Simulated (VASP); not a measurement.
# Si3O5 (a cell with a defect) in VASP: single point with PBE

Aim: the single point of Si3O5 (a cell with a defect) with PBE.

Program: VASP 6.6.1. These are calculated values, not measurements. Logs are shortened: lines on timing, memory, paths and dates and some standing lists are left out, and cuts for length are marked.

### Step 1. The cell of the first run

The cell holds a defect, 24 atoms: a = 7.189 Å, b = 7.189 Å, c = 8.731 Å, α = 114.31°, β = 114.31°, γ = 90.00°.

### Step 2. Single point, PBE, collinear spin

Contents of INCAR:

```
ALGO = Normal ; EDIFF = 1E-7
ENCUT = 520 ; GGA = PE
ISIF = 2 ; ISMEAR = 0
ISPIN = 2 ; LASPH = True
LCHARG = False ; LORBIT = 11
LREAL = Auto ; LWAVE = False
MAGMOM = 0.333 0 0 0 0 0.333 0 0 0.333 0 0 0 0 0 0 0 0 0 0 0 0 0 0 0 ; NBANDS = 85
NELECT = 127.0 ; NELM = 150
PREC = Accurate ; SIGMA = 0.01
```

Contents of KPOINTS:

```
k-points
0
Gamma
  2 2 2
```

Contents of POSCAR:

```
Si3O5
1.0
   -5.0832710680     -5.0832710680      0.0000000000
   -5.0832710680      5.0832710680      0.0000000000
    5.0832710680      0.0000000000     -7.0988988238
Si O
9 15
Direct
    0.5376384901      0.2537555491      0.4922610702
    0.0277431077      0.7364763584      0.5050507925
    0.6405499656      0.8340937105      0.2404250839
    0.1273793745      0.3544904885      0.2525340651
    0.8543858888      0.6489557092      0.7279387643
    0.3519171677      0.1419681575      0.7673005319
    0.7150032790     -0.0047045151     -0.0120828177
    0.2064262181      0.5074591083     -0.0025697735
    0.5834763260      0.3775102762      0.7931898821
    0.0055202493      0.7779908892      0.6924361925
    0.9101425423      0.1899556430      0.0907991489
    0.4205009727      0.6723052815      0.0853792481
    0.3123143352      0.2325451731      0.3134321643
    0.8014725905      0.7120375323      0.3379206058
    0.0156417387      0.5998795229      0.8950208486
    0.4856122496      0.0529473441      0.9233646757
    0.1949570432      0.2713233969      0.8522003243
    0.7191895216      0.8144337028      0.8012770359
    0.7099557892      0.4460732202      0.5263233637
    0.1963860932      0.9350072594      0.5651469961
    0.7496358564      0.9131591327      0.1426096044
    0.1864387373      0.5033513958      0.1743191738
    0.6098333905      0.0326004262      0.3979745310
    0.1028609492      0.5149302057      0.4370487749
```

Potentials or basis: VASP PAW PBE potentials, release 64 (Si, O).

Run with:

```bash
cat potpaw_PBE.64/Si/POTCAR potpaw_PBE.64/O/POTCAR > POTCAR
mpirun -np 1 vasp_std > vasp.out
```

OUTCAR:

```text
EDIFF = 1E-7
   ENCUT = 520
   GGA = PE
   ISIF = 2
   ISMEAR = 0
   ISPIN = 2
   LASPH = True
   LORBIT = 11
   LREAL = Auto
   NELECT = 127.0
   NELM = 150
   PREC = Accurate

 ion  position               nearest neighbor table
   1  0.538  0.254  0.492-  23 1.66  13 1.68  19 1.70   9 2.27   5 2.97   4 3.13
   2  0.028  0.736  0.505-  10 1.61  14 1.63  20 1.63  24 1.63   5 2.96   4 3.04   6 3.05   3 3.10

   3  0.641  0.834  0.240-  23 1.62  21 1.62  12 1.62  14 1.62   7 3.09   2 3.10
   4  0.127  0.354  0.253-  13 1.62  22 1.62  11 1.63  24 1.63   2 3.04   8 3.09   1 3.13
   5  0.854  0.649  0.728-  15 1.62  10 1.63  18 1.63  19 1.64   2 2.96   1 2.97   7 3.09   9 3.12

   6  0.352  0.142  0.767-  20 1.67  17 1.68  16 1.68   9 2.25   7 3.03   2 3.05   8 3.07
   7  0.715  0.995  0.988-  21 1.62  16 1.62  18 1.63  11 1.63   6 3.03   3 3.09   5 3.09
   8  0.206  0.507  0.997-  15 1.61  22 1.62  17 1.62  12 1.62   6 3.07   4 3.09
   9  0.583  0.378  0.793-   6 2.25   1 2.27   5 3.12
  10  0.006  0.778  0.692-   2 1.61   5 1.63
  11  0.910  0.190  0.091-   4 1.63   7 1.63
  12  0.421  0.672  0.085-   3 1.62   8 1.62
  13  0.312  0.233  0.313-   4 1.62   1 1.68
  14  0.801  0.712  0.338-   3 1.62   2 1.63
  15  0.016  0.600  0.895-   8 1.61   5 1.62
  16  0.486  0.053  0.923-   7 1.62   6 1.68
  17  0.195  0.271  0.852-   8 1.62   6 1.68
  18  0.719  0.814  0.801-   7 1.63   5 1.63
  19  0.710  0.446  0.526-   5 1.64   1 1.70
  20  0.196  0.935  0.565-   2 1.63   6 1.67
  21  0.750  0.913  0.143-   7 1.62   3 1.62
  22  0.186  0.503  0.174-   8 1.62   4 1.62
  23  0.610  0.033  0.398-   3 1.62   1 1.66
  24  0.103  0.515  0.437-   4 1.63   2 1.63

  LATTYP: Found a body centered tetragonal cell.
 ALAT       =     7.1888308856
 C/A-ratio  =     1.9749800591

  Lattice vectors:

 A1 = (   0.0000000000,  -5.0832710680,   7.0988988238)
 A2 = (   0.0000000000,   5.0832710680,   7.0988988238)
 A3 = (  -5.0832710680,   0.0000000000,  -7.0988988238)

Analysis of symmetry for initial positions (statically):
=====================================================================
 Subroutine PRICEL returns:
 Original cell was already a primitive cell.

 Routine SETGRP: Setting up the symmetry group for a
 body centered tetragonal supercell.

 Subroutine GETGRP returns: Found  1 space group operations
 (whereof  1 operations were pure point group operations)
 out of a pool of 16 trial point group operations.

The static configuration has the point symmetry C_1 .

Analysis of symmetry for dynamics (positions and initial velocities):
=====================================================================
 Subroutine PRICEL returns:
 Original cell was already a primitive cell.

 Routine SETGRP: Setting up the symmetry group for a
 body centered tetragonal supercell.

 Subroutine GETGRP returns: Found  1 space group operations
 (whereof  1 operations were pure point group operations)
 out of a pool of 16 trial point group operations.

The dynamic configuration has the point symmetry C_1 .

Analysis of structural, dynamic, and magnetic symmetry:
=====================================================================
 Subroutine PRICEL returns:
 Original cell was already a primitive cell.

 Routine SETGRP: Setting up the symmetry group for a
 body centered tetragonal supercell.

 Subroutine GETGRP returns: Found  1 space group operations
 (whereof  1 operations were pure point group operations)
 out of a pool of 16 trial point group operations.

The overall configuration has the point symmetry C_1 .

 Subroutine INISYM returns: Found  1 space group operations
 (whereof  1 operations are pure point group operations),
 and found     1 'primitive' translations

----------------------------------------------------------------------------------------

                                     Primitive cell

  volume of cell :     366.8660

[... 96 lines left out ...]
  0.000000  0.000000  0.500000      1.000000
   k-points           NKPTS =      8   k-points in BZ     NKDIM =      8   number of bands    NBANDS=     85
   number of dos      NEDOS =    301   number of ions     NIONS =     24
   total plane-waves  NPLWV = 204120
   dimension x,y,z NGX =    54 NGY =   54 NGZ =   70
   dimension x,y,z NGXF=   108 NGYF=  108 NGZF=  140
   ions per type =               9  15
   NGX,Y,Z   is equivalent  to a cutoff of  12.49, 12.49, 13.33 a.u.
   NGXF,Y,Z  is equivalent  to a cutoff of  24.98, 24.98, 26.66 a.u.
 SYSTEM =  unknown system
   PREC   = accura    normal or accurate (medium, high low for compatibility)
   ISTART =      0    job   : 0-new  1-cont  2-samecut
   ICHARG =      2    charge: 1-file 2-atom 10-const
   ISPIN  =      2    spin polarized calculation?
   LNONCOLLINEAR =      F non collinear calculations
   LSORBIT =      F    spin-orbit coupling
   LASPH  =      T    aspherical Exc in radial PAW
   ENCUT  =  520.0 eV  38.22 Ry    6.18 a.u.  13.37 13.37 16.23*2*pi/ulx,y,z
   NELM   =    150;   NELMIN=  2; NELMDL= -5     # of ELM steps
   EDIFF  = 0.1E-06   stopping-criterion for ELM
   LREAL  =      T    real-space projection
   EDIFFG = 0.1E-05   stopping-criterion for IOM
   NSW    =      0    number of steps for IOM
   IBRION =     -1    ionic relax: 0-MD 1-quasi-New 2-CG
   NFREE  =      0    steps in history (QN), initial steepest desc. (CG)
   ISIF   =      2    stress and relaxation
   ISYM   =      2    0-nonsym 1-usesym 2-fastsym
   POTIM  = 0.5000    time-step for ionic-motion
   TEBEG  =    0.0;   TEEND  =   0.0 temperature during run
   PSTRESS=    0.0 pullay stress
   NELECT =     127.0000    total number of electrons
   NUPDOWN=      -1.0000    fix difference up-down
   EMIN   =  10.00;   EMAX   =-10.00  energy-range for DOS
   EFERMI =   0.00;   METHOD = LEGACY
   ISMEAR =     0;   SIGMA  =   0.01  broadening in eV -4-tet -1-fermi 0-gaus
   EFERMI_NEDOS =   21; number of points for ismear=-14 and -15
   IALGO  =     38    algorithm
   IMIX   =      4    mixing-type and parameters
     AMIX     =   0.40;   BMIX     =  1.00
     AMIX_MAG =   1.60;   BMIX_MAG =  1.00
  volume/ion in A,a.u.               =      15.29       103.16
  Fermi-wavevector in a.u.,A,eV,Ry     =   1.149495  2.172230 17.977890  1.321338
  Thomas-Fermi vector in A             =   2.286164
   LORBIT       =     11    0 simple, 1 ext, 2 COOP (PROOUT), +10 PAW based schemes
   GGA     = PE    functional components
   LHFCALC =     F    Hartree Fock is set to
   AEXX    =    0.0000 exact exchange contribution
   IVDW    =     0    specifies the selected vdW correction
   LEPSILON=     F    determine dielectric tensor
   LRPA    =     F    only Hartree local field effects (RPA)
 spin polarized calculation
 Gauss-broadening in eV      SIGMA  =   0.01
  energy-cutoff  :      520.00
  volume of cell :      366.87
 maximum number of plane-waves:      9926
 NGX is ok and might be reduce to    54
   NGX = 27   NGY = 27   NGZ = 33

 number of electron     126.9999998 magnetization       1.0000000

 Free energy of the ion-electron system (eV)
  ---------------------------------------------------
  ext. energy  EPLUGINS =         0.00000000
  ---------------------------------------------------
  free energy    TOTEN  =      -179.03485944 eV

  energy without entropy =     -179.03485944  energy(sigma->0) =     -179.03485944

 E-fermi :   3.3913     XC(G=0):  -8.4312

 val. band max:        3.3285769916   @ k =   0.0000   0.0000   0.0000
 cond. band min:       4.3402339452   @ k =   0.5000   0.5000  -0.0000
 fundamental gap:      1.0116569536
 Fermi energy:         3.3913368372

 spin component 1

 k-point     1 :       0.0000    0.0000    0.0000
  band No.  band energies     occupation
      1     -19.2653      1.00000
      2     -18.4857      1.00000
      3     -18.4595      1.00000
      4     -18.4343      1.00000
      5     -18.4157      1.00000
      6     -18.0794      1.00000
[... 613 lines left out ...]
     74       9.0939      0.00000
     75       9.4046      0.00000
 Fermi energy:         3.3913368372

 spin component 2

 k-point     1 :       0.0000    0.0000    0.0000
  band No.  band energies     occupation
      1     -19.2597      1.00000
      2     -18.4804      1.00000
      3     -18.4557      1.00000
      4     -18.4263      1.00000
      5     -18.4097      1.00000
      6     -18.0654      1.00000
[... 613 lines left out ...]
     74       9.1514      0.00000
     75       9.4401      0.00000
 [bands above 75 left out]

------------------------ aborting loop because EDIFF is reached ----------------------------------------

  FORCE on cell =-STRESS in cart. coord.  units (eV):
  Direction    XX          YY          ZZ          XY          YZ          ZX
  --------------------------------------------------------------------------------------
  -------------------------------------------------------------------------------------
  Total       16.3637658     10.1344628     10.4303008      0.4347500     -0.0685348     -6.2763357
  in kB       71.4638346     44.2592240     45.5512076      1.8986399     -0.2993050    -27.4100120
  external PRESSURE =      53.7580888 kB  Pullay stress =       0.0000000 kB

 VOLUME and BASIS-vectors are now :
 -----------------------------------------------------------------------------
  energy-cutoff  :      520.00
  volume of cell :      366.87
      direct lattice vectors                 reciprocal lattice vectors
    -5.083271068 -5.083271068  0.000000000    -0.098361861 -0.098361861 -0.070433459
    -5.083271068  5.083271068  0.000000000    -0.098361861  0.098361861 -0.070433459
     5.083271068  0.000000000 -7.098898824     0.000000000  0.000000000 -0.140866918

 POSITION                                       TOTAL-FORCE (eV/Angst)
 -----------------------------------------------------------------------------------
     -1.52057     -1.44305     -3.49451         0.034487     -0.012517     -0.019589
     -1.31742      3.60268     -3.58530         0.005904     -0.014026      0.017582
     -6.27387      0.98384     -1.70675         0.012670     -0.011131      0.003795
     -1.16578      1.15447     -1.79271         0.011785     -0.003747      0.007081
     -3.94158     -1.04426     -5.16756        -0.010607      0.012442     -0.017730
      1.38984     -1.06723     -5.44699        -0.034185      0.004453      0.007190
[... 16 lines left out ...]
     -1.24265     -2.93423     -2.82518        -0.001523      0.013044     -0.005180
     -0.91876      2.09466     -3.10257         0.003127      0.000030      0.001317
 -----------------------------------------------------------------------------------
    total drift:                                0.002396     -0.008650     -0.000023

  FREE ENERGIE OF THE ION-ELECTRON SYSTEM (eV)
  ---------------------------------------------------
  free  energy   TOTEN  =      -179.0348594406 eV

  energy  without entropy=     -179.0348594406  energy(sigma->0) =     -179.03485944

 total charge

# of ion       s       p       d       tot
------------------------------------------
    1        0.694   0.904   0.000   1.598
    2        0.653   1.002   0.000   1.655
    3        0.641   0.993   0.000   1.634
    4        0.644   0.991   0.000   1.635
    5        0.647   0.988   0.000   1.634
    6        0.698   0.917   0.000   1.615
[... 16 lines left out ...]
   23        1.548   3.683   0.000   5.231
   24        1.552   3.682   0.000   5.234
--------------------------------------------------
tot         29.388  63.880   0.000  93.269

 magnetization (x)

# of ion       s       p       d       tot
------------------------------------------
    1       -0.003   0.005   0.000   0.002
    2       -0.000   0.000   0.000  -0.000
    3        0.000   0.001   0.000   0.001
    4       -0.000   0.000   0.000   0.000
    5       -0.000  -0.000   0.000  -0.000
    6       -0.003   0.001   0.000  -0.002
[... 16 lines left out ...]
   23        0.002   0.007   0.000   0.009
   24        0.000   0.002   0.000   0.003
--------------------------------------------------
tot          0.011   0.299   0.000   0.310
```

It took 35 min on 1 thread of Oxide Virtual Turin-like, shared host; peak memory 0.75 GiB.

Results:

```yaml
Free_energy: -179.0349 eV
Largest_force: 0.042 eV/Å
Net_moment: 1.00 μB per cell
Site_moments: Si +0.00, -0.00, +0.23 (each value once); O +0.00, +0.01, -0.00 (each value once) μB
Valence_electrons_inside_the_program's_atomic_spheres: Si 1.60, 1.66, 1.63, 1.64, 1.61, 1.73 (each value once); O 5.25, 5.24, 5.21, 5.26, 5.18, 5.23 (each value once)
```

Forces on the atoms (eV/Å):
```
Si   0.034 -0.013 -0.020
Si   0.006 -0.014  0.018
Si   0.013 -0.011  0.004
Si   0.012 -0.004  0.007
Si  -0.011  0.012 -0.018
Si  -0.034  0.004  0.007
Si  -0.016 -0.003 -0.005
Si  -0.006  0.023 -0.017
Si   0.008  0.000  0.012
O   -0.005  0.000 -0.009
O    0.005  0.001 -0.005
O    0.001 -0.007 -0.004
O   -0.004 -0.017 -0.007
O   -0.007  0.002 -0.001
O    0.005  0.011  0.016
O    0.011  0.018  0.003
O    0.002 -0.007  0.009
O    0.006 -0.006 -0.004
O    0.000 -0.003  0.018
O   -0.026  0.001 -0.005
O    0.004  0.003  0.002
O    0.000 -0.003  0.003
O   -0.002  0.013 -0.005
O    0.003  0.000  0.001
```

Caveat: the k points lie up to 0.49 Å⁻¹ apart; the cell carries a net charge on a neutralising background, which shifts energy and pressure; the cell is charged against a uniform background, so pressure and absolute levels hang on convention.
